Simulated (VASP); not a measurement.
# MgO (Periclase) (Fm-3m) in VASP: notebook

Runs on MgO (Periclase). Level: PBE-based screened hybrid. Tasks: single point.

All numbers are computed with VASP 6.6.1; they aren't measurements. Logs are shortened: lines on timing, memory, paths and dates and some standing lists are left out, and cuts for length are marked.

## Step 1: The cell of the first run

The structure is cubic, space group Fm-3m (No. 225). Conventional cell: a = 4.204 Å, b = 4.204 Å, c = 4.204 Å, α = 90.00°, β = 90.00°, γ = 90.00°. Within 2.8 Å of Mg (site symmetry m-3m) lie 6 O at 2.10 Å. O (site symmetry m-3m) has 6 Mg at 2.10 Å within 2.8 Å.

## Step 2: Single point, PBE-based screened hybrid

Contents of POSCAR:

```
MgO
1.0
    0.0000000000      2.1021680256      2.1021680256
    2.1021680256      0.0000000000      2.1021680256
    2.1021680256      2.1021680256      0.0000000000
Mg O
1 1
Direct
    0.0000000000      0.0000000000      0.0000000000
    0.5000000000      0.5000000000      0.5000000000
```

Contents of INCAR.step1:

```
SYSTEM = MgO
PREC = Accurate
ENCUT = 520
EDIFF = 1E-5
ISMEAR = 0
SIGMA = 0.01
LREAL = .False.
LASPH = .True.
NELM = 60
ALGO = Normal
ISIF = 2
LWAVE = .True.
LCHARG = .False.
GGA = PE
NBANDS = 11
```

Contents of INCAR.step2:

```
SYSTEM = MgO
PREC = Accurate
ENCUT = 520
EDIFF = 1E-7
ISMEAR = 0
SIGMA = 0.01
LREAL = .False.
LASPH = .True.
NELM = 60
ALGO = Normal
ISIF = 2
LWAVE = .False.
LCHARG = .False.
GGA = PE
LHFCALC = .True.
AEXX = 0.35
HFSCREEN = 0.2078
PRECFOCK = Normal
ISTART = 1
NBANDS = 11
```

Contents of KPOINTS:

```
Automatic mesh
0
Gamma
  6 6 6
  0 0 0
```

Potentials or basis: VASP PAW PBE potentials, release 64 (Mg, O).

Command:

```console
$ cat potpaw_PBE.64/Mg/POTCAR potpaw_PBE.64/O/POTCAR > POTCAR
$ cp INCAR.step1 INCAR
$ mpirun -np 1 vasp_std > vasp.out
$ cp INCAR.step2 INCAR
$ mpirun -np 1 vasp_std > vasp.out
```

OUTCAR:

```text
SYSTEM = MgO
   PREC = Accurate
   ENCUT = 520
   EDIFF = 1E-7
   ISMEAR = 0
   LREAL = .False.
   LASPH = .True.
   NELM = 60
   ISIF = 2
   GGA = PE
   LHFCALC = .True.
   AEXX = 0.35
   HFSCREEN = 0.2078
   PRECFOCK = Normal
   ISTART = 1

 ion  position               nearest neighbor table
   1  0.000  0.000  0.000-   2 2.10   2 2.10   2 2.10   2 2.10   2 2.10   2 2.10
   2  0.500  0.500  0.500-   1 2.10   1 2.10   1 2.10   1 2.10   1 2.10   1 2.10

  LATTYP: Found a face centered cubic cell.
 ALAT       =     4.2043360512

  Lattice vectors:

 A1 = (   0.0000000000,   2.1021680256,   2.1021680256)
 A2 = (   2.1021680256,   0.0000000000,   2.1021680256)
 A3 = (   2.1021680256,   2.1021680256,   0.0000000000)

Analysis of symmetry for initial positions (statically):
=====================================================================
 Subroutine PRICEL returns:
 Original cell was already a primitive cell.

 Routine SETGRP: Setting up the symmetry group for a
 face centered cubic supercell.

 Subroutine GETGRP returns: Found 48 space group operations
 (whereof 48 operations were pure point group operations)
 out of a pool of 48 trial point group operations.

The static configuration has the point symmetry O_h .

Analysis of symmetry for dynamics (positions and initial velocities):
=====================================================================
 Subroutine PRICEL returns:
 Original cell was already a primitive cell.

 Routine SETGRP: Setting up the symmetry group for a
 face centered cubic supercell.

 Subroutine GETGRP returns: Found 48 space group operations
 (whereof 48 operations were pure point group operations)
 out of a pool of 48 trial point group operations.

The dynamic configuration has the point symmetry O_h .

 Subroutine INISYM returns: Found 48 space group operations
 (whereof 48 operations are pure point group operations),
 and found     1 'primitive' translations

----------------------------------------------------------------------------------------

                                     Primitive cell

  volume of cell :      18.5794

  direct lattice vectors                    reciprocal lattice vectors
     0.000000000  2.102168026  2.102168026    -0.237849684  0.237849684  0.237849684
     2.102168026  0.000000000  2.102168026     0.237849684 -0.237849684  0.237849684
     2.102168026  2.102168026  0.000000000     0.237849684  0.237849684 -0.237849684

  length of vectors
     2.972914532  2.972914532  2.972914532     0.411967737  0.411967737  0.411967737

  position of ions in fractional coordinates (direct lattice)
     0.000000000  0.000000000  0.000000000
     0.500000000  0.500000000  0.500000000

  ion indices of the primitive-cell ions
   primitive index   ion index
                 1           1
                 2           2

----------------------------------------------------------------------------------------

 KPOINTS: Automatic mesh

Automatic generation of k-mesh.
 Grid dimensions read from file:
 generate k-points for:    6    6    6

 Generating k-lattice:

  Cartesian coordinates                     Fractional coordinates (reciprocal lattice)
    -0.039641614  0.039641614  0.039641614     0.166666667  0.000000000  0.000000000
     0.039641614 -0.039641614  0.039641614     0.000000000  0.166666667  0.000000000
     0.039641614  0.039641614 -0.039641614     0.000000000  0.000000000  0.166666667

  Length of vectors
     0.068661289  0.068661289  0.068661289

  Shift w.r.t. Gamma in fractional coordinates (k-lattice)
     0.000000000  0.000000000  0.000000000

 Subroutine IBZKPT returns following result:
 ===========================================

 Found     16 irreducible k-points:

 Following reciprocal coordinates:
            Coordinates               Weight
  0.000000  0.000000  0.000000      1.000000
  0.166667  0.000000  0.000000      8.000000
  0.333333  0.000000  0.000000      8.000000
  0.500000  0.000000  0.000000      4.000000
  0.166667  0.166667  0.000000      6.000000
  0.333333  0.166667  0.000000     24.000000
[... 8 lines left out ...]
 -0.333333  0.333333  0.166667     24.000000
 -0.333333  0.500000  0.166667     12.000000
   k-points           NKPTS =     16   k-points in BZ     NKDIM =    216   number of bands    NBANDS=     11
   number of dos      NEDOS =    301   number of ions     NIONS =      2
   total plane-waves  NPLWV =  13824
   dimension x,y,z NGX =    24 NGY =   24 NGZ =   24
   dimension x,y,z NGXF=    48 NGYF=   48 NGZF=   48
   ions per type =               1   1
   NGX,Y,Z   is equivalent  to a cutoff of  13.42, 13.42, 13.42 a.u.
   NGXF,Y,Z  is equivalent  to a cutoff of  26.84, 26.84, 26.84 a.u.
 SYSTEM =  MgO
   PREC   = accura    normal or accurate (medium, high low for compatibility)
   ISTART =      1    job   : 0-new  1-cont  2-samecut
   ICHARG =      0    charge: 1-file 2-atom 10-const
   ISPIN  =      1    spin polarized calculation?
   LNONCOLLINEAR =      F non collinear calculations
   LSORBIT =      F    spin-orbit coupling
   LASPH  =      T    aspherical Exc in radial PAW
   ENCUT  =  520.0 eV  38.22 Ry    6.18 a.u.   5.53  5.53  5.53*2*pi/ulx,y,z
   NELM   =     60;   NELMIN=  2; NELMDL=  0     # of ELM steps
   EDIFF  = 0.1E-06   stopping-criterion for ELM
   LREAL  =      F    real-space projection
   EDIFFG = 0.1E-05   stopping-criterion for IOM
   NSW    =      0    number of steps for IOM
   IBRION =     -1    ionic relax: 0-MD 1-quasi-New 2-CG
   NFREE  =      0    steps in history (QN), initial steepest desc. (CG)
   ISIF   =      2    stress and relaxation
   ISYM   =      3    0-nonsym 1-usesym 2-fastsym
   POTIM  = 0.5000    time-step for ionic-motion
   TEBEG  =    0.0;   TEEND  =   0.0 temperature during run
   PSTRESS=    0.0 pullay stress
   NELECT =       8.0000    total number of electrons
   NUPDOWN=      -1.0000    fix difference up-down
   EMIN   =  10.00;   EMAX   =-10.00  energy-range for DOS
   EFERMI =   0.00;   METHOD = LEGACY
   ISMEAR =     0;   SIGMA  =   0.01  broadening in eV -4-tet -1-fermi 0-gaus
   EFERMI_NEDOS =   21; number of points for ismear=-14 and -15
   IALGO  =     38    algorithm
   IMIX   =      1    mixing-type and parameters
     AMIX     =   0.40;   BMIX     =  1.00
     AMIX_MAG =   1.60;   BMIX_MAG =  1.00
  volume/ion in A,a.u.               =       9.29        62.69
  Fermi-wavevector in a.u.,A,eV,Ry     =   1.236215  2.336108 20.792804  1.528228
  Thomas-Fermi vector in A             =   2.370833
   LORBIT       =      0    0 simple, 1 ext, 2 COOP (PROOUT), +10 PAW based schemes
   GGA     = PE    functional components
   LHFCALC =     T    Hartree Fock is set to
   PRECFOCK=normal    Normal, Fast or Accurate (Low or Medium for compatibility)
   ENCUT4O =  -1.0   cutoff for four orbital integrals eV
   NKREDX  =     1    reduce k-point grid by
   NKREDY  =     1    reduce k-point grid by
   NKREDZ  =     1    reduce k-point grid by
   AEXX    =    0.3500 exact exchange contribution
   HFSCREEN=    0.2078 screening length (either q_TF or 0.3 A-1)
   HFSCREENC=   0.2078 screening length for correlation (either q_TF or 0.3 A-1)
   ENCUTFOCK=  -1.0 apply spherical cutoff to Coloumb kernel
   IVDW    =     0    specifies the selected vdW correction
   LEPSILON=     F    determine dielectric tensor
   LRPA    =     F    only Hartree local field effects (RPA)
 non-spin polarized calculation
 Gauss-broadening in eV      SIGMA  =   0.01
  energy-cutoff  :      520.00
  volume of cell :       18.58
 maximum number of plane-waves:       531
 NGX is ok and might be reduce to    24
  NGX = 18; NGY = 18; NGZ = 18

 number of electron       8.0000004 magnetization

 Free energy of the ion-electron system (eV)
  ---------------------------------------------------
  ext. energy  EPLUGINS =         0.00000000
  ---------------------------------------------------
  free energy    TOTEN  =       -15.15147225 eV

  energy without entropy =      -15.15147225  energy(sigma->0) =      -15.15147225

 E-fermi :   1.6332     XC(G=0):  -8.3255

 val. band max:        1.4661265277   @ k =   0.0000   0.0000   0.0000
 cond. band min:       8.6749383181   @ k =   0.0000   0.0000   0.0000
 fundamental gap:      7.2088117904
 Fermi energy:         1.6331967031

 k-point     1 :       0.0000    0.0000    0.0000
  band No.  band energies     occupation
      1     -18.0006      2.00000
      2       1.4661      2.00000
      3       1.4661      2.00000
      4       1.4661      2.00000
      5       8.6749      0.00000
      6      20.0466      0.00000
      7      20.0466      0.00000
      8      20.0466      0.00000
      9      23.9898      0.00000
     10      25.9969      0.00000
     11      25.9970      0.00000

 k-point     2 :       0.1667    0.0000    0.0000
  band No.  band energies     occupation
      1     -17.6947      2.00000
      2      -0.1239      2.00000
      3       1.2691      2.00000
      4       1.2691      2.00000
      5      10.1551      0.00000
      6      17.6822      0.00000
      7      20.6739      0.00000
      8      20.6739      0.00000
      9      24.7135      0.00000
     10      24.7135      0.00000
     11      26.8750      0.00000

 k-point     3 :       0.3333    0.0000    0.0000
  band No.  band energies     occupation
      1     -17.0088      2.00000
      2      -2.5379      2.00000
      3       0.8999      2.00000
      4       0.8999      2.00000
      5      11.7281      0.00000
      6      16.7721      0.00000
      7      20.9283      0.00000
      8      20.9283      0.00000
      9      25.5033      0.00000
     10      25.5033      0.00000
     11      26.0489      0.00000
[... 155 lines left out ...]
 k-point    15 :      -0.3333    0.3333    0.1667
  band No.  band energies     occupation
      1     -16.3663      2.00000
      2      -2.4775      2.00000
      3      -1.2526      2.00000
      4       0.0534      2.00000
      5      14.8008      0.00000
      6      16.3750      0.00000
      7      17.0970      0.00000
      8      21.0568      0.00000
      9      25.3594      0.00000
     10      26.7436      0.00000
     11      32.7000      0.00000

 k-point    16 :      -0.3333    0.5000    0.1667
  band No.  band energies     occupation
      1     -16.2915      2.00000
      2      -2.4644      2.00000
      3      -1.0134      2.00000
      4      -0.3831      2.00000
      5      14.6643      0.00000
      6      15.7122      0.00000
      7      17.0071      0.00000
      8      21.1147      0.00000
      9      25.0135      0.00000
     10      29.3315      0.00000
     11      31.0854      0.00000

------------------------ aborting loop because EDIFF is reached ----------------------------------------

  FORCE on cell =-STRESS in cart. coord.  units (eV):
  Direction    XX          YY          ZZ          XY          YZ          ZX
  --------------------------------------------------------------------------------------
  -------------------------------------------------------------------------------------
  Total       -0.3214136     -0.3214136     -0.3214136      0.0000000      0.0000000     -0.0000000
  in kB      -27.7167635    -27.7167635    -27.7167635      0.0000000      0.0000000     -0.0000000
  external PRESSURE =     -27.7167635 kB  Pullay stress =       0.0000000 kB

 VOLUME and BASIS-vectors are now :
 -----------------------------------------------------------------------------
  energy-cutoff  :      520.00
  volume of cell :       18.58
      direct lattice vectors                 reciprocal lattice vectors
     0.000000000  2.102168026  2.102168026    -0.237849684  0.237849684  0.237849684
     2.102168026  0.000000000  2.102168026     0.237849684 -0.237849684  0.237849684
     2.102168026  2.102168026  0.000000000     0.237849684  0.237849684 -0.237849684

 POSITION                                       TOTAL-FORCE (eV/Angst)
 -----------------------------------------------------------------------------------
      0.00000      0.00000      0.00000         0.000000     -0.000000      0.000000
      2.10217      2.10217      2.10217        -0.000000      0.000000     -0.000000
 -----------------------------------------------------------------------------------
    total drift:                                0.000000      0.000000      0.000000

  FREE ENERGIE OF THE ION-ELECTRON SYSTEM (eV)
  ---------------------------------------------------
  free  energy   TOTEN  =       -15.1514722493 eV

  energy  without entropy=      -15.1514722493  energy(sigma->0) =      -15.15147225
```

It took 9.5 min on 1 thread of Intel Xeon 6975P-C (Granite Rapids), shared host; peak memory 0.25 GiB.

What came out:

| Property | Result |
| --- | --- |
| Free energy | -15.1515 eV |
| Pressure | -2.8 GPa |
| Band gap on the k mesh | 7.21 eV, direct |

Levels at points of the mesh, in eV from the valence-band top:
```csv
k point,band 1,band 2,band 3,band 4,band 5,band 6,band 7,band 8,band 9
"(0.00, 0.00, 0.00)",-19.47,0.00,0.00,0.00,7.21,18.58,18.58,18.58,22.52
"(0.50, 0.00, 0.00)",-18.08,-5.07,-0.74,-0.74,10.43,15.84,19.19,19.19,23.99
"(0.50, 0.50, 0.00)",-17.80,-4.52,-1.52,-1.52,11.57,12.68,16.33,22.42,22.42
```

Caveat: the k points lie up to 0.43 Å⁻¹ apart; the PAW data sets were made with another functional, which shifts forces and pressure a little.

## Step 3: Single point, PBE-based screened hybrid

POSCAR is that of step 2.

Edit INCAR.step1 of step 2 so:

```diff
@@ -8,3 +8,3 @@
 LASPH = .True.
-NELM = 60
+NELM = 100
 ALGO = Normal
@@ -13,3 +13,3 @@
 LCHARG = .False.
+NBANDS = 11
 GGA = PE
-NBANDS = 11
```

Contents of INCAR.step2:

```
SYSTEM = MgO
PREC = Accurate
ENCUT = 520
EDIFF = 1E-7
ISMEAR = 0
SIGMA = 0.01
LREAL = .False.
LASPH = .True.
NELM = 100
ALGO = Normal
ISIF = 2
LWAVE = .False.
LCHARG = .False.
GGA = PE
LHFCALC = .True.
AEXX = 0.4
HFSCREEN = 0.3
PRECFOCK = Normal
NBANDS = 11
ISTART = 1
```

Contents of KPOINTS:

```
regular mesh
0
Gamma
  6 6 6
  0 0 0
```

Potentials or basis: VASP PAW PBE potentials, release 64 (Mg, O).

Command:

```console
$ cat potpaw_PBE.64/Mg/POTCAR potpaw_PBE.64/O/POTCAR > POTCAR
$ cp INCAR.step1 INCAR
$ mpirun -np 1 vasp_std > vasp.out
$ cp INCAR.step2 INCAR
$ mpirun -np 1 vasp_std > vasp.out
```

OUTCAR:

```text
SYSTEM = MgO
   PREC = Accurate
   ENCUT = 520
   EDIFF = 1E-7
   ISMEAR = 0
   LREAL = .False.
   LASPH = .True.
   NELM = 100
   ISIF = 2
   GGA = PE
   LHFCALC = .True.
   AEXX = 0.4
   HFSCREEN = 0.3
   PRECFOCK = Normal
   ISTART = 1

 ion  position               nearest neighbor table
   1  0.000  0.000  0.000-   2 2.10   2 2.10   2 2.10   2 2.10   2 2.10   2 2.10
   2  0.500  0.500  0.500-   1 2.10   1 2.10   1 2.10   1 2.10   1 2.10   1 2.10

[... 413 lines left out ...]

------------------------ aborting loop because EDIFF is reached ----------------------------------------

  FORCE on cell =-STRESS in cart. coord.  units (eV):
  Direction    XX          YY          ZZ          XY          YZ          ZX
  --------------------------------------------------------------------------------------
  -------------------------------------------------------------------------------------
  Total       -0.4094356     -0.4094356     -0.4094356     -0.0000000     -0.0000000      0.0000000
  in kB      -35.3072532    -35.3072532    -35.3072532     -0.0000000     -0.0000000      0.0000000
  external PRESSURE =     -35.3072532 kB  Pullay stress =       0.0000000 kB

 VOLUME and BASIS-vectors are now :
 -----------------------------------------------------------------------------
  energy-cutoff  :      520.00
  volume of cell :       18.58
      direct lattice vectors                 reciprocal lattice vectors
     0.000000000  2.102168026  2.102168026    -0.237849684  0.237849684  0.237849684
     2.102168026  0.000000000  2.102168026     0.237849684 -0.237849684  0.237849684
     2.102168026  2.102168026  0.000000000     0.237849684  0.237849684 -0.237849684

 POSITION                                       TOTAL-FORCE (eV/Angst)
 -----------------------------------------------------------------------------------
      0.00000      0.00000      0.00000        -0.000000      0.000000      0.000000
      2.10217      2.10217      2.10217         0.000000     -0.000000     -0.000000
 -----------------------------------------------------------------------------------
    total drift:                               -0.000100     -0.000133     -0.000133

  FREE ENERGIE OF THE ION-ELECTRON SYSTEM (eV)
  ---------------------------------------------------
  free  energy   TOTEN  =       -15.2350833893 eV

  energy  without entropy=      -15.2350833893  energy(sigma->0) =      -15.23508339
```

OUTCAR.step1:

```text
SYSTEM = MgO
   PREC = Accurate
   ENCUT = 520
   EDIFF = 1E-5
   ISMEAR = 0
   LREAL = .False.
   LASPH = .True.
[... 435 lines left out ...]
      0.00000      0.00000      0.00000         0.000000     -0.000000      0.000000
      2.10217      2.10217      2.10217        -0.000000      0.000000      0.000000
 -----------------------------------------------------------------------------------
    total drift:                               -0.000000     -0.000000      0.000000

  FREE ENERGIE OF THE ION-ELECTRON SYSTEM (eV)
  ---------------------------------------------------
  free  energy   TOTEN  =       -11.9022113179 eV

  energy  without entropy=      -11.9022113179  energy(sigma->0) =      -11.90221132
```

Run time: 9.9 min. Hardware: 1 thread of Intel Xeon 6975P-C (Granite Rapids), shared host; peak memory 0.25 GiB.

What came out:

```
Free energy            : -15.2351 eV
Pressure               : -3.5 GPa
Band gap on the k mesh : 7.16 eV, direct
```

Levels at points of the mesh, in eV from the valence-band top:
```tsv
k point	band 1	band 2	band 3	band 4	band 5	band 6	band 7	band 8	band 9
(0.00, 0.00, 0.00)	-19.70	0.00	0.00	0.00	7.16	18.53	18.53	18.53	22.49
(0.50, 0.00, 0.00)	-18.32	-5.06	-0.74	-0.74	10.38	15.81	19.14	19.14	23.95
(0.50, 0.50, 0.00)	-18.03	-4.51	-1.52	-1.52	11.51	12.61	16.31	22.42	22.42
```

Caveat: the k points lie up to 0.43 Å⁻¹ apart; the PAW data sets were made with another functional, which shifts forces and pressure a little.
